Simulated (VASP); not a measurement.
# ZnSe (zincblende type) (F-43m) in VASP: further runs, part 2 of 2

VASP 6.6.1.

### Step 3. Density of states, PBE (volume scaled by 0.72)

Input file POSCAR:

```
ZnSe
1.0
    0.0000000000      2.5690637390      2.5690637390
    2.5690637390      0.0000000000      2.5690637390
    2.5690637390      2.5690637390      0.0000000000
Zn Se
1 1
Direct
    0.0000000000      0.0000000000      0.0000000000
    0.2500000000      0.2500000000      0.2500000000
```

Input file INCAR.step1:

```
ALGO = Normal
EDIFF = 1E-7
ENCUT = 520
GGA = PE
ISIF = 2
ISMEAR = -1
LASPH = True
LCHARG = True
LREAL = False
LWAVE = False
NBANDS = 16
NELM = 100
PREC = Accurate
SIGMA = 0.1
```

Input file KPOINTS.step1:

```
k-points
0
Gamma
  11 11 11
```

Input file INCAR.step2:

```
ALGO = Normal
EDIFF = 1E-7
ENCUT = 520
GGA = PE
ICHARG = 11
ISIF = 2
ISMEAR = -5
LASPH = True
LCHARG = False
LORBIT = 10
LREAL = False
LWAVE = False
NEDOS = 1001
NELM = 100
PREC = Accurate
SIGMA = 0.1
```

Input file KPOINTS.step2:

```
k-points
0
Gamma
  17 17 17
```

Potentials or basis: VASP PAW PBE potentials, release 64 (Zn, Se).

Launch:

```console
cat potpaw_PBE.64/Zn/POTCAR potpaw_PBE.64/Se/POTCAR > POTCAR
cp INCAR.step1 INCAR
cp KPOINTS.step1 KPOINTS
mpirun -np 1 vasp_std > vasp.out
cp INCAR.step2 INCAR
cp KPOINTS.step2 KPOINTS
mpirun -np 1 vasp_std > vasp.out
```

OUTCAR:

```text
EDIFF = 1E-7
   ENCUT = 520
   GGA = PE
   ICHARG = 11
   ISIF = 2
   ISMEAR = -5
   LASPH = True
   LORBIT = 10
   LREAL = False
   NELM = 100
   PREC = Accurate

 ion  position               nearest neighbor table
   1  0.000  0.000  0.000-   2 2.22   2 2.22   2 2.22   2 2.22
   2  0.250  0.250  0.250-   1 2.22   1 2.22   1 2.22   1 2.22

  LATTYP: Found a face centered cubic cell.
 ALAT       =     5.1381274780

  Lattice vectors:

 A1 = (   0.0000000000,   2.5690637390,   2.5690637390)
 A2 = (   2.5690637390,   0.0000000000,   2.5690637390)
 A3 = (   2.5690637390,   2.5690637390,   0.0000000000)

Analysis of symmetry for initial positions (statically):
=====================================================================
 Subroutine PRICEL returns:
 Original cell was already a primitive cell.

 Routine SETGRP: Setting up the symmetry group for a
 face centered cubic supercell.

 Subroutine GETGRP returns: Found 24 space group operations
 (whereof 24 operations were pure point group operations)
 out of a pool of 48 trial point group operations.

The static configuration has the point symmetry T_d .

Analysis of symmetry for dynamics (positions and initial velocities):
=====================================================================
 Subroutine PRICEL returns:
 Original cell was already a primitive cell.

 Routine SETGRP: Setting up the symmetry group for a
 face centered cubic supercell.

 Subroutine GETGRP returns: Found 24 space group operations
 (whereof 24 operations were pure point group operations)
 out of a pool of 48 trial point group operations.

The dynamic configuration has the point symmetry T_d .

 Subroutine INISYM returns: Found 24 space group operations
 (whereof 24 operations are pure point group operations),
 and found     1 'primitive' translations

----------------------------------------------------------------------------------------

                                     Primitive cell

  volume of cell :      33.9121

  direct lattice vectors                    reciprocal lattice vectors
     0.000000000  2.569063739  2.569063739    -0.194623431  0.194623431  0.194623431
     2.569063739  0.000000000  2.569063739     0.194623431 -0.194623431  0.194623431
     2.569063739  2.569063739  0.000000000     0.194623431  0.194623431 -0.194623431

  length of vectors
     3.633204782  3.633204782  3.633204782     0.337097671  0.337097671  0.337097671

  position of ions in fractional coordinates (direct lattice)
     0.000000000  0.000000000  0.000000000
     0.250000000  0.250000000  0.250000000

  ion indices of the primitive-cell ions
   primitive index   ion index
                 1           1
                 2           2

----------------------------------------------------------------------------------------

 KPOINTS: k-points

Automatic generation of k-mesh.
 Grid dimensions read from file:
 generate k-points for:   17   17   17

 Generating k-lattice:

  Cartesian coordinates                     Fractional coordinates (reciprocal lattice)
    -0.011448437  0.011448437  0.011448437     0.058823529  0.000000000  0.000000000
     0.011448437 -0.011448437  0.011448437     0.000000000  0.058823529  0.000000000
     0.011448437  0.011448437 -0.011448437     0.000000000  0.000000000  0.058823529

  Length of vectors
     0.019829275  0.019829275  0.019829275

[... 45 lines left out ...]
 SYSTEM =  unknown system
   PREC   = accura    normal or accurate (medium, high low for compatibility)
   ISTART =      0    job   : 0-new  1-cont  2-samecut
   ICHARG =     11    charge: 1-file 2-atom 10-const
   ISPIN  =      1    spin polarized calculation?
   LNONCOLLINEAR =      F non collinear calculations
   LSORBIT =      F    spin-orbit coupling
   LASPH  =      T    aspherical Exc in radial PAW
   ENCUT  =  520.0 eV  38.22 Ry    6.18 a.u.   6.76  6.76  6.76*2*pi/ulx,y,z
   NELM   =    100;   NELMIN=  2; NELMDL=  0     # of ELM steps
   EDIFF  = 0.1E-06   stopping-criterion for ELM
   LREAL  =      F    real-space projection
   EDIFFG = 0.1E-05   stopping-criterion for IOM
   NSW    =      0    number of steps for IOM
   IBRION =     -1    ionic relax: 0-MD 1-quasi-New 2-CG
   NFREE  =      0    steps in history (QN), initial steepest desc. (CG)
   ISIF   =      2    stress and relaxation
   ISYM   =      2    0-nonsym 1-usesym 2-fastsym
   POTIM  = 0.5000    time-step for ionic-motion
   TEBEG  =    0.0;   TEEND  =   0.0 temperature during run
   PSTRESS=    0.0 pullay stress
   NELECT =      18.0000    total number of electrons
   NUPDOWN=      -1.0000    fix difference up-down
   EMIN   =  10.00;   EMAX   =-10.00  energy-range for DOS
   EFERMI =   0.00;   METHOD = LEGACY
   ISMEAR =    -5;   SIGMA  =   0.10  broadening in eV -4-tet -1-fermi 0-gaus
   EFERMI_NEDOS =   21; number of points for ismear=-14 and -15
   IALGO  =     38    algorithm
   IMIX   =      4    mixing-type and parameters
     AMIX     =   0.40;   BMIX     =  1.00
     AMIX_MAG =   1.60;   BMIX_MAG =  1.00
  volume/ion in A,a.u.               =      16.96       114.43
  Fermi-wavevector in a.u.,A,eV,Ry     =   1.325503  2.504838 23.904876  1.756959
  Thomas-Fermi vector in A             =   2.454959
   LORBIT       =     10    0 simple, 1 ext, 2 COOP (PROOUT), +10 PAW based schemes
   GGA     = PE    functional components
   LHFCALC =     F    Hartree Fock is set to
   AEXX    =    0.0000 exact exchange contribution
   IVDW    =     0    specifies the selected vdW correction
   LEPSILON=     F    determine dielectric tensor
   LRPA    =     F    only Hartree local field effects (RPA)
 non-spin polarized calculation
 Fermi weights with tetrahedron method with Bloechl corrections
  energy-cutoff  :      520.00
  volume of cell :       33.91
 maximum number of plane-waves:       941

 number of electron      17.9999995 magnetization

 Free energy of the ion-electron system (eV)
  ---------------------------------------------------
  ext. energy  EPLUGINS =         0.00000000
  ---------------------------------------------------
  free energy    TOTEN  =        -4.80609310 eV

  energy without entropy =       -4.80609310  energy(sigma->0) =       -4.80609310

 E-fermi :   4.6434     XC(G=0): -10.7357

 val. band max:        4.6431752699   @ k =   0.0000   0.0000   0.0000
 cond. band min:       6.8009911021   @ k =   0.4706   0.4706   0.0000
 fundamental gap:      2.1578158322
 Fermi energy:         4.6433781261

 k-point     1 :       0.0000    0.0000    0.0000
  band No.  band energies     occupation
      1     -11.0072      2.00000
      2      -3.4723      2.00000
      3      -3.4723      2.00000
      4      -3.4723      2.00000
      5      -2.7808      2.00000
      6      -2.7808      2.00000
      7       4.6432      2.00000
      8       4.6432      2.00000
      9       4.6432      2.00000
     10       7.2470      0.00000
     11      10.1762      0.00000
     12      10.1762      0.00000
     13      10.1762      0.00000
[... 354 lines left out ...]
  band No.  band energies     occupation
      1     -10.7755      2.00000
      2      -3.5002      2.00000
      3      -3.4360      2.00000
      4      -3.4258      2.00000
      5      -2.7953      2.00000
      6      -2.7766      2.00000
      7       2.7577      2.00000
      8       3.9195      2.00000
      9       4.4525      2.00000
     10       8.3468      0.00000
     11      10.2718      0.00000
     12      10.5045      0.00000
     13      11.1431      0.00000

 [... further k-points ...]

------------------------ aborting loop because EDIFF is reached ----------------------------------------

  FORCE on cell =-STRESS in cart. coord.  units (eV):
  Direction    XX          YY          ZZ          XY          YZ          ZX
  --------------------------------------------------------------------------------------
  -------------------------------------------------------------------------------------
  Total        8.4358084      8.4358084      8.4358084      0.0000000     -0.0000000     -0.0000000
  in kB      398.5498571    398.5498571    398.5498571      0.0000000     -0.0000000     -0.0000000
  external PRESSURE =     398.5498571 kB  Pullay stress =       0.0000000 kB

 VOLUME and BASIS-vectors are now :
 -----------------------------------------------------------------------------
  energy-cutoff  :      520.00
  volume of cell :       33.91
      direct lattice vectors                 reciprocal lattice vectors
     0.000000000  2.569063739  2.569063739    -0.194623431  0.194623431  0.194623431
     2.569063739  0.000000000  2.569063739     0.194623431 -0.194623431  0.194623431
     2.569063739  2.569063739  0.000000000     0.194623431  0.194623431 -0.194623431

 POSITION                                       TOTAL-FORCE (eV/Angst)
 -----------------------------------------------------------------------------------
      0.00000      0.00000      0.00000        -0.000000      0.000000      0.000000
      1.28453      1.28453      1.28453         0.000000     -0.000000     -0.000000
 -----------------------------------------------------------------------------------
    total drift:                                0.000003      0.000003      0.000003

  FREE ENERGIE OF THE ION-ELECTRON SYSTEM (eV)
  ---------------------------------------------------
  free  energy   TOTEN  =        -4.8060931049 eV

  energy  without entropy=       -4.8060931049  energy(sigma->0) =       -4.80609310

 total charge

# of ion       s       p       d       tot
------------------------------------------
    1        0.629   0.744   9.834  11.207
    2        1.434   2.631   0.071   4.136
--------------------------------------------------
tot          2.063   3.375   9.905  15.343
```

OUTCAR.step1:

```text
EDIFF = 1E-7
   ENCUT = 520
   GGA = PE
   ISIF = 2
   ISMEAR = -1
[... 676 lines left out ...]
 -----------------------------------------------------------------------------------
      0.00000      0.00000      0.00000         0.000000     -0.000000      0.000000
      1.28453      1.28453      1.28453        -0.000000      0.000000     -0.000000
 -----------------------------------------------------------------------------------
    total drift:                                0.000003      0.000003      0.000003

  FREE ENERGIE OF THE ION-ELECTRON SYSTEM (eV)
  ---------------------------------------------------
  free  energy   TOTEN  =        -4.8074950564 eV

  energy  without entropy=       -4.8074944372  energy(sigma->0) =       -4.80749475
```

It took 2.7 min on 1 thread of AMD EPYC 7R13, shared host; peak memory 0.18 GiB.

Results:

```yaml
Valence_electrons_inside_the_program's_atomic_spheres: Zn 11.21; Se 4.14
```
